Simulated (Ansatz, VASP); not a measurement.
**Si in VASP and in Ansatz**

```
Si
1.0
    -2.56280    2.56280    8.28979
     2.56280   -2.56280    8.28979
     2.56280    2.56280   -8.28979
Si
12
Cartesian
  1.3471 1.3471 8.2898
  1.2157 1.2157 0.0000
  1.2157 1.3471 4.1449
  -1.2157 3.7785 4.1449
  1.2157 3.7785 4.1449
  -1.2157 1.3471 4.1449
  1.3471 -1.3471 8.2898
  -1.3471 1.3471 8.2898
  2.5628 1.2814 2.0724
  0.0000 1.2814 10.3622
  1.2814 2.5628 -2.0724
  1.2814 0.0000 6.2173
```

Alike in both runs: functional PBE; k mesh 10 × 10 × 10; occupations gaussian, width 0.1 eV; no spin polarisation.

Ansatz relaxed the structure, and its values are those at the end. VASP's run is a single point on that final structure, the one shown.

|  | VASP | Ansatz |
| --- | --- | --- |
| version | VASP 6.6.1 | Ansatz 0.2.0 |
| potentials or method | VASP PAW PBE potentials, release 64 (Si), cutoff 520 eV | scalar-relativistic, plane waves, PAW |
| valence electrons in the cell | 48 | 48 |

```csv
,VASP,Ansatz,Ansatz less VASP
gap on the k mesh at the Fermi level (eV),none,none,-
pressure (GPa),-0.1,0.0,+0.06
```

A gap of «none» marks a metal or a gap that the smearing closes.
